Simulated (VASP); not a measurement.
## BN: phonons with r2SCAN

The system is BN.

```xyz
4
Lattice="2.5009 0.0000 0.0000 -1.2504 2.1658 0.0000 0.0000 0.0000 6.8872" Properties=species:S:1:pos:R:3 pbc="T T T"
B     0.0000    1.4439    1.7218
B     1.2504    0.7219    5.1654
N     0.0000    1.4439    5.1654
N     1.2504    0.7219    1.7218
```

```json
{"Program": "VASP 6.6.1", "Task": "phonons", "Functional": "r2SCAN", "Potentials or basis": "VASP PAW PBE potentials, release 64 (B, N)", "Cutoff": "520 eV", "k mesh": "10 × 10 × 4", "Occupations": "gaussian, width 0.01 eV", "Spin": "no spin polarisation", "Dipole correction": "no", "Further INCAR settings": "ALGO = Normal; EDIFF = 1e-08; NBANDS = 16; IBRION = 6; POTIM = 0.015; NSW = 1"}
```

The highest phonon frequency at Γ, LO-TO splitting left out is 1365 cm⁻¹.

Phonon frequencies in cm⁻¹ (negative: imaginary):
| q point | frequencies |
| --- | --- |
| (0.000, 0.000, 0.000) | 0 0 0 39 39 93 774 825 1365 1365 1365 1365 |

Wall time 30 min on 1 thread of Intel(R) Xeon(R) Platinum 8259CL CPU @ 2.50GHz (Skylake/Cascade Lake), on a shared host, peak memory 0.28 GiB.
